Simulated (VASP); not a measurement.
# CaSe (I4mm) in VASP: electric field gradients with PBEsol

Aim: the electric field gradients of CaSe with PBEsol.

Everything below comes from runs of VASP 6.6.1. Logs are shortened: lines on timing, memory, paths and dates and some standing lists are left out, and cuts for length are marked.

**1. The cell of the first run**

Symmetry: I4mm, No. 107, tetragonal system. Conventional cell: a = 4.201 Å, b = 4.201 Å, c = 5.940 Å, α = 90.00°, β = 90.00°, γ = 90.00°. Within 2.3 Å of Ca (site symmetry 4mm) lie 1 Se at 1.72 Å. Se (site symmetry 4mm) has 1 Ca at 1.72 Å within 2.3 Å.

**2. Electric field gradients, PBEsol (shortest bond scaled by 0.58)**

Contents of INCAR:

```
SYSTEM = CaSe
  ALGO = Normal
  EDIFF = 1E-8
  ENCUT = 520
  GGA = PS
  ISIF = 2
  ISMEAR = -1
  LASPH = .TRUE.
  LCHARG = .FALSE.
  LEFG = .TRUE.
  LREAL = .FALSE.
  LWAVE = .FALSE.
  NBANDS = 15
  NELM = 100
  PREC = Accurate
  SIGMA = 0.03
```

Contents of KPOINTS:

```
k-points
0
G
  7 7 7
  0 0 0
```

Contents of POSCAR:

```
CaSe
1.0
    0.0000000000      2.9702381052      2.9702381052
    2.9702381052      0.0000000000      2.9702381052
    2.9702381052      2.9702381052      0.0000000000
Ca Se
1 1
Direct
   -0.1050000000     -0.1050000000      0.1050000000
    0.6050000000      0.6050000000      0.3950000000
```

Potentials or basis: VASP PAW PBE potentials, release 64 (Ca_sv, Se).

Run with:

```bash
cat potpaw_PBE.64/Ca_sv/POTCAR potpaw_PBE.64/Se/POTCAR > POTCAR
mpirun -np 1 vasp_std > vasp.out
```

OUTCAR:

```text
SYSTEM = CaSe
   EDIFF = 1E-8
   ENCUT = 520
   GGA = PS
   ISIF = 2
   ISMEAR = -1
   LASPH = .TRUE.
   LREAL = .FALSE.
   NELM = 100
   PREC = Accurate

 ion  position               nearest neighbor table
   1  0.895  0.895  0.105-   2 1.72
   2  0.605  0.605  0.395-   1 1.72

  LATTYP: Found a face centered cubic cell.
 ALAT       =     5.9404762104

  Lattice vectors:

 A1 = (   0.0000000000,   2.9702381052,   2.9702381052)
 A2 = (   2.9702381052,   0.0000000000,   2.9702381052)
 A3 = (   2.9702381052,   2.9702381052,   0.0000000000)

Analysis of symmetry for initial positions (statically):
=====================================================================
 Subroutine PRICEL returns:
 Original cell was already a primitive cell.

 Routine SETGRP: Setting up the symmetry group for a
 face centered cubic supercell.

 Subroutine GETGRP returns: Found  8 space group operations
 (whereof  8 operations were pure point group operations)
 out of a pool of 48 trial point group operations.

The static configuration has the point symmetry C_4v.

Analysis of symmetry for dynamics (positions and initial velocities):
=====================================================================
 Subroutine PRICEL returns:
 Original cell was already a primitive cell.

 Routine SETGRP: Setting up the symmetry group for a
 face centered cubic supercell.

 Subroutine GETGRP returns: Found  8 space group operations
 (whereof  8 operations were pure point group operations)
 out of a pool of 48 trial point group operations.

The dynamic configuration has the point symmetry C_4v.

 Subroutine INISYM returns: Found  8 space group operations
 (whereof  8 operations are pure point group operations),
 and found     1 'primitive' translations

----------------------------------------------------------------------------------------

                                     Primitive cell

  volume of cell :      52.4087

  direct lattice vectors                    reciprocal lattice vectors
     0.000000000  2.970238105  2.970238105    -0.168336673  0.168336673  0.168336673
     2.970238105  0.000000000  2.970238105     0.168336673 -0.168336673  0.168336673
     2.970238105  2.970238105  0.000000000     0.168336673  0.168336673 -0.168336673

  length of vectors
     4.200551012  4.200551012  4.200551012     0.291567670  0.291567670  0.291567670

  position of ions in fractional coordinates (direct lattice)
     0.895000000  0.895000000  0.105000000
     0.605000000  0.605000000  0.395000000

  ion indices of the primitive-cell ions
   primitive index   ion index
                 1           1
                 2           2

----------------------------------------------------------------------------------------

 KPOINTS: k-points

Automatic generation of k-mesh.
 Grid dimensions read from file:
 generate k-points for:    7    7    7

 Generating k-lattice:

  Cartesian coordinates                     Fractional coordinates (reciprocal lattice)
    -0.024048096  0.024048096  0.024048096     0.142857143  0.000000000  0.000000000
     0.024048096 -0.024048096  0.024048096     0.000000000  0.142857143  0.000000000
     0.024048096  0.024048096 -0.024048096     0.000000000  0.000000000  0.142857143

  Length of vectors
     0.041652524  0.041652524  0.041652524

  Shift w.r.t. Gamma in fractional coordinates (k-lattice)
     0.000000000  0.000000000  0.000000000

 Subroutine IBZKPT returns following result:
 ===========================================

 Found     40 irreducible k-points:

 Following reciprocal coordinates:
            Coordinates               Weight
  0.000000  0.000000  0.000000      1.000000
  0.142857  0.000000  0.000000      8.000000
  0.285714  0.000000  0.000000      8.000000
  0.428571  0.000000  0.000000      8.000000
  0.142857  0.142857  0.000000      2.000000
  0.000000  0.142857  0.142857      4.000000
[... 16 lines left out ...]
 -0.285714  0.285714  0.000000      4.000000
  0.000000 -0.285714  0.285714      8.000000
 [... further k-points ...]
   k-points           NKPTS =     40   k-points in BZ     NKDIM =     40   number of bands    NBANDS=     15
   number of dos      NEDOS =    301   number of ions     NIONS =      2
   total plane-waves  NPLWV =  32768
   dimension x,y,z NGX =    32 NGY =   32 NGZ =   32
   dimension x,y,z NGXF=    64 NGYF=   64 NGZF=   64
   ions per type =               1   1
   NGX,Y,Z   is equivalent  to a cutoff of  12.66, 12.66, 12.66 a.u.
   NGXF,Y,Z  is equivalent  to a cutoff of  25.33, 25.33, 25.33 a.u.
 SYSTEM =  CaSe
   PREC   = accura    normal or accurate (medium, high low for compatibility)
   ISTART =      0    job   : 0-new  1-cont  2-samecut
   ICHARG =      2    charge: 1-file 2-atom 10-const
   ISPIN  =      1    spin polarized calculation?
   LNONCOLLINEAR =      F non collinear calculations
   LSORBIT =      F    spin-orbit coupling
   LASPH  =      T    aspherical Exc in radial PAW
   ENCUT  =  520.0 eV  38.22 Ry    6.18 a.u.   7.81  7.81  7.81*2*pi/ulx,y,z
   NELM   =    100;   NELMIN=  2; NELMDL= -5     # of ELM steps
   EDIFF  = 0.1E-07   stopping-criterion for ELM
   LREAL  =      F    real-space projection
   EDIFFG = 0.1E-06   stopping-criterion for IOM
   NSW    =      0    number of steps for IOM
   IBRION =     -1    ionic relax: 0-MD 1-quasi-New 2-CG
   NFREE  =      0    steps in history (QN), initial steepest desc. (CG)
   ISIF   =      2    stress and relaxation
   ISYM   =      2    0-nonsym 1-usesym 2-fastsym
   POTIM  = 0.5000    time-step for ionic-motion
   TEBEG  =    0.0;   TEEND  =   0.0 temperature during run
   PSTRESS=    0.0 pullay stress
   NELECT =      16.0000    total number of electrons
   NUPDOWN=      -1.0000    fix difference up-down
   EMIN   =  10.00;   EMAX   =-10.00  energy-range for DOS
   EFERMI =   0.00;   METHOD = LEGACY
   ISMEAR =    -1;   SIGMA  =   0.03  broadening in eV -4-tet -1-fermi 0-gaus
   EFERMI_NEDOS =   21; number of points for ismear=-14 and -15
   IALGO  =     38    algorithm
   IMIX   =      4    mixing-type and parameters
     AMIX     =   0.40;   BMIX     =  1.00
     AMIX_MAG =   1.60;   BMIX_MAG =  1.00
  volume/ion in A,a.u.               =      26.20       176.84
  Fermi-wavevector in a.u.,A,eV,Ry     =   1.102335  2.083111 16.533014  1.215142
  Thomas-Fermi vector in A             =   2.238776
   LORBIT       =      0    0 simple, 1 ext, 2 COOP (PROOUT), +10 PAW based schemes
   GGA     = PS    functional components
   LHFCALC =     F    Hartree Fock is set to
   AEXX    =    0.0000 exact exchange contribution
   IVDW    =     0    specifies the selected vdW correction
   LEPSILON=     F    determine dielectric tensor
   LRPA    =     F    only Hartree local field effects (RPA)
 non-spin polarized calculation
  energy-cutoff  :      520.00
  volume of cell :       52.41
 maximum number of plane-waves:      1420
   NGX = 15   NGY = 15   NGZ = 15

 number of electron      16.0000001 magnetization

 Free energy of the ion-electron system (eV)
  ---------------------------------------------------
  ext. energy  EPLUGINS =         0.00000000
  ---------------------------------------------------
  free energy    TOTEN  =         0.71678079 eV

  energy without entropy =        0.71678079  energy(sigma->0) =        0.71678079

 E-fermi :   3.5338     XC(G=0):  -8.9679

 val. band max:        2.8668189601   @ k =   0.2857   0.1429   0.4286
 cond. band min:       4.1131066822   @ k =  -0.2857   0.2857   0.0000
 fundamental gap:      1.2462877222
 Fermi energy:         3.5338143269

 k-point     1 :       0.0000    0.0000    0.0000
  band No.  band energies     occupation
      1     -37.3505      2.00000
      2     -20.2424      2.00000
      3     -17.9522      2.00000
      4     -17.9522      2.00000
      5      -8.8295      2.00000
      6       0.0848      2.00000
      7       0.0848      2.00000
      8       2.4882      2.00000
      9       4.8491      0.00000
     10       6.5290      0.00000
     11       6.8966      0.00000
     12       8.7738      0.00000
     13       8.7738      0.00000
     14       9.7614      0.00000
     15      10.1567      0.00000
[... 397 lines left out ...]
 k-point    24 :       0.0000   -0.2857    0.2857
  band No.  band energies     occupation
      1     -37.3392      2.00000
      2     -20.3337      2.00000
      3     -18.0165      2.00000
      4     -18.0051      2.00000
      5      -8.0949      2.00000
      6      -0.6502      2.00000
      7      -0.3725      2.00000
      8       2.0422      2.00000
      9       6.0478      0.00000
     10       6.3567      0.00000
     11       7.2857      0.00000
     12       7.9245      0.00000
     13       8.2518      0.00000
     14       9.9396      0.00000
     15      11.4016      0.00000

 [... further k-points ...]
[... 5 lines left out ...]
  --------------------------------------------------------------------------------------
  -------------------------------------------------------------------------------------
  Total       -1.3924172     -1.3924172     59.9345882      0.0000000      0.0000000     -0.0000000
  in kB      -42.5673056    -42.5673056   1832.2482549      0.0000000      0.0000000     -0.0000000
  external PRESSURE =     582.3712146 kB  Pullay stress =       0.0000000 kB

 VOLUME and BASIS-vectors are now :
 -----------------------------------------------------------------------------
  energy-cutoff  :      520.00
  volume of cell :       52.41
      direct lattice vectors                 reciprocal lattice vectors
     0.000000000  2.970238105  2.970238105    -0.168336673  0.168336673  0.168336673
     2.970238105  0.000000000  2.970238105     0.168336673 -0.168336673  0.168336673
     2.970238105  2.970238105  0.000000000     0.168336673  0.168336673 -0.168336673

 POSITION                                       TOTAL-FORCE (eV/Angst)
 -----------------------------------------------------------------------------------
      2.97024      2.97024      5.31673         0.000000      0.000000     35.641788
      2.97024      2.97024      3.59399         0.000000      0.000000    -35.641788
 -----------------------------------------------------------------------------------
    total drift:                               -0.000001     -0.000001      0.000152

  FREE ENERGIE OF THE ION-ELECTRON SYSTEM (eV)
  ---------------------------------------------------
  free  energy   TOTEN  =         0.7167807872 eV

  energy  without entropy=        0.7167807873  energy(sigma->0) =        0.71678079

 Electric field gradients (V/A^2)
---------------------------------------------------------------------
 ion       V_xx      V_yy      V_zz      V_xy      V_xz      V_yz
---------------------------------------------------------------------
   1      22.431    22.431   -44.862     0.001     0.001     0.001
   2       5.858     5.858   -11.715    -0.000    -0.000    -0.000
---------------------------------------------------------------------

 Electric field gradients after diagonalization (V/A^2)
 (convention: |V_zz| > |V_xx| > |V_yy|)
----------------------------------------------------------------------
 ion       V_xx      V_yy      V_zz     asymmetry (V_yy - V_xx)/ V_zz
----------------------------------------------------------------------
   1      22.432    22.431   -44.862       0.000
   2       5.858     5.857   -11.715       0.000
----------------------------------------------------------------------

           NMR quadrupolar parameters

 Cq : quadrupolar parameter    Cq=e*Q*V_zz/h
 eta: asymmetry parameters     (V_yy - V_xx)/ V_zz
 Q  : nuclear electric quadrupole moment in mb (millibarn)
----------------------------------------------------------------------
 ion       Cq(MHz)       eta       Q (mb)
----------------------------------------------------------------------
   1      -0.108       0.000       1.000
   2      -0.028       0.000       1.000
----------------------------------------------------------------------
```

Wall time 12 s (1 thread of Intel Xeon 6975P-C (Granite Rapids), shared host); peak memory 0.19 GiB.

What came out:

| Property | Result |
| --- | --- |
| Free energy | 0.7168 eV |
| Pressure | 58.2 GPa |
| Largest force | 35.642 eV/Å |
| Band gap on the k mesh | 1.25 eV, indirect (least direct gap 1.50 eV) |

Forces on the atoms (eV/Å):
```
Ca    0.000   0.000  35.642
Se    0.000   0.000 -35.642
```

Stress tensor (GPa, compression positive):
```
 -4.26   0.00   0.00
  0.00  -4.26   0.00
  0.00   0.00 183.22
```

Levels at points of the mesh, in eV from the valence-band top:
| k point | band 6 | band 7 | band 8 | band 9 | band 10 | band 11 |
| --- | --- | --- | --- | --- | --- | --- |
| (0.00, 0.00, 0.00) | -2.78 | -2.78 | -0.38 | 1.98 | 3.66 | 4.03 |

Electric field gradients, principal values (V/Å²):
| atom | least | middle | greatest (by size) |
| --- | --- | --- | --- |
| 1 Ca | 22.431 | 22.432 | -44.862 |
| 2 Se | 5.857 | 5.858 | -11.715 |

Caveat: the cell differs from its parent crystal (shortest bond scaled by 0.58); without QUAD_EFG the Cq values of the log hold for a quadrupole moment of 1 mb, not for the nuclei; the PAW data sets were made with another functional, which shifts forces and pressure a little. A k mesh can miss the band edges.
